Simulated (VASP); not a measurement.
Hg, 1 atom in the cell. Symmetry: R-3m, No. 166, trigonal system. The conventional cell has a = 3.647 Å, b = 3.647 Å, c = 6.460 Å, α = 90.00°, β = 90.00°, γ = 120.00°. Within 4.0 Å of Hg (site symmetry -3m) lie 12 Hg at 3.01 to 3.65 Å.  This cell differs from its parent crystal: strained.

| Item | Value |
| --- | --- |
| Program | VASP 6.6.1 |
| Task | single point |
| Functional | PBE |
| Potentials or basis | VASP PAW PBE potentials, release 64 (Hg) |
| Cutoff | 520 eV |
| k mesh | 15 × 15 × 15 |
| Occupations | gaussian, width 0.1 eV |
| Spin | no spin polarisation |
| Dipole correction | no |
| Further INCAR settings | ALGO = Fast; EDIFF = 1e-06; NBANDS = 12 |

Potentials or basis: VASP PAW PBE potentials, release 64 (Hg).

Run with:

```sh
$ cat potpaw_PBE.64/Hg/POTCAR > POTCAR
$ mpirun -np 1 vasp_std > vasp.out
```

Hardware: 1 thread of Intel(R) Xeon(R) 6975P-C (Granite Rapids), with other jobs on the host.

Estimate the wall time of this run.

It took 21 s on 1 thread of Intel(R) Xeon(R) 6975P-C (Granite Rapids), on a shared host, peak memory 0.21 GiB. Counts: scf iterations 11, k points 344.
